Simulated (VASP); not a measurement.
Input of a VASP 6.6.1 run:

INCAR

```
SYSTEM = Mg
  PREC = Accurate
  ENCUT = 600
  EDIFF = 1E-6
  ISMEAR = 0
  SIGMA = 0.1
  LREAL = .FALSE.
  LASPH = .TRUE.
  NELM = 120
  ALGO = Normal
  ISIF = 2
  LWAVE = .FALSE.
  LCHARG = .FALSE.
  GGA = PE
  NBANDS = 7
  GGA_COMPAT = .FALSE.
```

The input KPOINTS:

```
regular mesh
0
G
  8 8 8
  0 0 0
```

File POSCAR:

```
Mg
1.0
    0.0000000000      1.9180841004      1.9180841004
    1.9180841004      0.0000000000      1.9180841004
    1.9180841004      1.9180841004      0.0000000000
Mg
1
Direct
    0.0000000000      0.0000000000      0.0000000000
```

Potentials or basis: VASP PAW PBE potentials, release 64 (Mg).

Launch:

```sh
$ cat potpaw_PBE.64/Mg/POTCAR > POTCAR
$ mpirun -np 1 vasp_std > vasp.out
```

(1) Estimate the pressure.

(2) What does it give for the band gap on the k mesh?

Answers

(1) 45.7 GPa.

(2) zero (bands 1 and 2 overlap by 3.09 eV).

Caveat: the cell stands under pressure.
